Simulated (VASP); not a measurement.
Set up this calculation in VASP 6.6.1, as the native input.

```yaml
Task: single point
Functional: PBE
Potentials_or_basis: VASP PAW PBE potentials, release 64 (Na_pv, Be)
Cutoff: 520 eV
k_mesh: 6 × 6 × 6
Occupations: gaussian, width 0.1 eV
Spin: no spin polarisation
Dipole_correction: no
Further_INCAR_settings: ALGO = Normal; EDIFF = 1e-07; NBANDS = 17
```

The structure of NaBe lies in POSCAR:

```
NaBe
1.0
    0.0000000000      3.2442676182      3.2442676182
    3.2442676182      0.0000000000      3.2442676182
    3.2442676182      3.2442676182      0.0000000000
Na Be
2 2
Direct
    0.5000000000      0.5000000000      0.5000000000
    0.7500000000      0.7500000000      0.7500000000
    0.0000000000      0.0000000000      0.0000000000
    0.2500000000      0.2500000000      0.2500000000
```

These files were run (other wordings do the same):

INCAR

```
SYSTEM = NaBe
ALGO     = Normal         ! electronic algorithm
EDIFF    = 1E-7           ! SCF threshold, eV
ENCUT    = 520            ! plane-wave cutoff, eV
GGA      = PE             ! functional
ISIF     = 2              ! what is computed and relaxed
ISMEAR   = 0              ! smearing method
LASPH    = .TRUE.         ! aspherical terms in the spheres
LCHARG   = .FALSE.        ! write CHGCAR
LREAL    = .FALSE.        ! projectors in reciprocal space
LWAVE    = .FALSE.        ! write WAVECAR
NBANDS   = 17             ! bands
NELM     = 60             ! most SCF steps
PREC     = Accurate       ! precision mode
SIGMA    = 0.1            ! smearing width, eV
```

KPOINTS

```
k-points
0
G
  6 6 6
  0 0 0
```

Potentials or basis: VASP PAW PBE potentials, release 64 (Na_pv, Be).

Run with:

```console
$ cat potpaw_PBE.64/Na_pv/POTCAR potpaw_PBE.64/Be/POTCAR > POTCAR
$ mpirun -np 1 vasp_std > vasp.out
```

It gave:

```json
{
 "Pressure": "0.2 GPa",
 "Band gap on the k mesh": "zero (bands 9 and 10 overlap by 2.94 eV)"
}
```

It took 44 s on 1 thread of Intel Xeon 8259CL, on a shared host, peak memory 0.19 GiB.
